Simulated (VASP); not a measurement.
Wanted: the native input for a VASP 6.6.1 run.

- Task: single point
- Functional: PBE
- Potentials or basis: VASP PAW PBE potentials, release 64 (Na_pv, I)
- Cutoff: 520 eV
- k mesh: 6 × 6 × 6
- Occupations: gaussian, width 0.05 eV
- Spin: no spin polarisation
- Dipole correction: no
- Further INCAR settings: ALGO = Normal; EDIFF = 1e-06; NBANDS = 14

The structure of NaI lies in POSCAR:

```
NaI
1.0
    0.0000000000      3.2364000000      3.2364000000
    3.2364000000      0.0000000000      3.2364000000
    3.2364000000      3.2364000000      0.0000000000
Na I
1 1
Direct
    0.0000000000      0.0000000000      0.0000000000
    0.5579347423      0.4420652577      0.5579347423
```

This cell differs from its parent crystal: all I atoms moved +0.375 Å, as atom 2 along Cartesian [0 1 0].

The input as run:

INCAR

```
ALGO = Normal
EDIFF = 1E-6
ENCUT = 520
GGA = PE
ISIF = 2
ISMEAR = 0
LASPH = True
LCHARG = False
LREAL = False
LWAVE = False
NBANDS = 14
NELM = 100
PREC = Accurate
SIGMA = 0.05
```

KPOINTS

```
k-points
0
Gamma
  6 6 6
```

Potentials or basis: VASP PAW PBE potentials, release 64 (Na_pv, I).

Launch:

```console
$ cat potpaw_PBE.64/Na_pv/POTCAR potpaw_PBE.64/I/POTCAR > POTCAR
$ mpirun -np 1 vasp_std > vasp.out
```

Results of the run:

The pressure is 1.3 GPa. The largest force is 0.531 eV/Å. The band gap on the k mesh is 3.66 eV, direct.

Caveat: the cell differs from its parent crystal (all I atoms moved +0.375 Å, as atom 2 along Cartesian [0 1 0]); spin-orbit coupling is left out, which moves the levels of the heavy elements.

It used 67 s of CPU time on 1 thread of AMD EPYC 7R13 Processor (Zen 3), with other jobs on the host.
